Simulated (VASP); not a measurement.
A run of VASP 6.6.1 is set up as follows.

The input INCAR:

```
SYSTEM = V
PREC = Accurate ; ENCUT = 520
EDIFF = 1E-7 ; ISMEAR = 1
SIGMA = 0.0078 ; LREAL = .False.
LASPH = .True. ; NELM = 150
ALGO = Fast ; ISIF = 2
LWAVE = .False. ; LCHARG = .False.
ISPIN = 2 ; MAGMOM = 0.51
LORBIT = 11 ; LMAXMIX = 4
GGA = PE ; NBANDS = 16
```

File KPOINTS:

```
regular mesh
0
Gamma
  3 3 3
  0 0 0
```

POSCAR

```
V
1.0
   -1.5130000000      1.5130000000      1.5130000000
    1.5130000000     -1.5130000000      1.5130000000
    1.5130000000      1.5130000000     -1.5130000000
V
1
Direct
    0.0000000000      0.0000000000      0.0000000000
```

Potentials or basis: VASP PAW PBE potentials, release 64 (V_sv).

Launch:

```console
$ cat potpaw_PBE.64/V_sv/POTCAR > POTCAR
$ mpirun -np 1 vasp_std > vasp.out
```

Task: What does it give for the net moment?

Result: 0.48 μB per cell.

Task: What does it give for the site moments?

Result: V +0.32 μB.

Task: Estimate the pressure.

Result: -6.0 GPa.

Caveat: the k points lie up to 0.98 Å⁻¹ apart.
